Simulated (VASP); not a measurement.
Input of a VASP 6.6.1 run:

The input INCAR:

```
PREC = Accurate
ENCUT = 520
EDIFF = 1E-8
ISMEAR = 0
SIGMA = 0.01
LREAL = F
LASPH = T
NELM = 60
ALGO = Normal
ISIF = 2
LWAVE = F
LCHARG = F
GGA = CA
IBRION = 8
NSW = 1
LEPSILON = T
```

File KPOINTS:

```
Automatic mesh
0
Gamma
  12 12 6
```

Contents of POSCAR:

```
GaN
1.0
    3.1518084872      0.0000000000      0.0000000000
   -1.5759042436      2.7295462178      0.0000000000
    0.0000000000      0.0000000000      5.1384146332
Ga N
2 2
Direct
    0.3333333333      0.6666666667     -0.0007033891
    0.6666666667      0.3333333333      0.4992966109
    0.3333333333      0.6666666667      0.3757033891
    0.6666666667      0.3333333333      0.8757033891
```

Potentials or basis: VASP PAW LDA potentials, release 64 (Ga_d, N).

Launch:

```console
$ cat potpaw_LDA.64/Ga_d/POTCAR potpaw_LDA.64/N/POTCAR > POTCAR
$ mpirun -np 1 vasp_std > vasp.out
```

(1) Predict the electronic dielectric tensor (diagonal).

(2) What does it give for the Born charges (mean of the diagonal)?

(3) What does it give for the highest phonon frequency at Γ, LO-TO splitting left out?

## Answers

(1) 5.57, 5.57, 5.75.

(2) Ga +2.62; N -2.62 e.

(3) 702 cm⁻¹.

Caveat: the cell wasn't relaxed at this level first, which shifts response properties.
